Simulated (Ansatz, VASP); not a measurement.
Mo: VASP beside Ansatz

```
Mo
1.0
     2.73737    0.00000    0.00000
    -0.91246    2.58081    0.00000
     0.00000    0.00000   24.94020
Mo
5
Direct
  0.00000 0.00000 0.32452
  0.50000 0.50000 0.40987
  0.00000 0.00000 0.50000
  0.50000 0.50000 0.59013
  0.00000 0.00000 0.67548
```

Alike in both runs: functional PBE; k mesh 13 × 13 × 1; occupations fermi-dirac, width 0.1 eV; no spin polarisation.

Ansatz relaxed the structure, and its values are those at the end. VASP's run is a single point on that final structure, the one shown.

|  | VASP | Ansatz |
| --- | --- | --- |
| version | VASP 6.6.1 | Ansatz 0.2.0 |
| potentials or method | VASP PAW PBE potentials, release 64 (Mo_sv) | PAW with Ansatz's default frozen-core files, scalar-relativistic |
| plane-wave cutoff (eV) | 520 | 420 |
| valence electrons in the cell | 70 | 70 |

|  | VASP | Ansatz | Ansatz less VASP |
| --- | --- | --- | --- |
| rms of the force components (eV/Å) | 0.011 | 0.001 | -0.0106 |

Ansatz's warnings: stress scf threshold loose.
